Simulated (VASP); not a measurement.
## Na2Ru: single point with PBE

Crystal: Na2Ru.

```xyz
3
Lattice="4.2759 0.0000 0.0000 -2.1380 3.7031 0.0000 0.0000 0.0000 3.5007" Properties=species:S:1:pos:R:3 pbc="T T T"
Na    0.0000    2.4687    1.7503
Na    2.1380    1.2344    1.7503
Ru    0.0000    0.0000    1.7503
```

The cell was built from a structure type or drawn by symmetry, and may not be a known phase.

| Property | Result |
| --- | --- |
| Program | VASP 6.6.1 |
| Task | single point |
| Functional | PBE |
| Potentials or basis | VASP PAW PBE potentials, release 64 (Na_pv, Ru_pv) |
| Cutoff | 520 eV |
| k mesh | 6 × 6 × 6 |
| Occupations | gaussian, width 0.1 eV |
| Spin | no spin polarisation |
| Dipole correction | no |
| Further INCAR settings | ALGO = Normal; EDIFF = 1e-06; NBANDS = 21 |

```yaml
Pressure: 21.3 GPa
Band_gap_on_the_k_mesh: zero (bands 14 and 15 overlap by 0.62 eV)
```

Stress tensor (GPa, compression positive):
```
 39.75   0.00   0.00
  0.00  39.75   0.00
  0.00   0.00 -15.68
```

Levels at points of the mesh, in eV from the Fermi level:
```
           k point  band 12  band 13  band 14  band 15  band 16  band 17
(0.00, 0.00, 0.00)    -0.62    -0.62     0.23     0.23     6.08     6.08
(0.50, 0.00, 0.00)    -0.47    -0.19     0.03     0.07     0.14     4.09
(0.00, 0.00, 0.50)    -0.55    -0.53    -0.39    -0.39     2.01     8.59
(0.50, 0.00, 0.50)    -0.79    -0.09     0.14     1.69     2.93     3.17
```

Wall time 35 s on 1 thread of Intel Xeon 8259CL (shared host), peak memory 0.18 GiB.

Caveat: the cell stands under pressure.
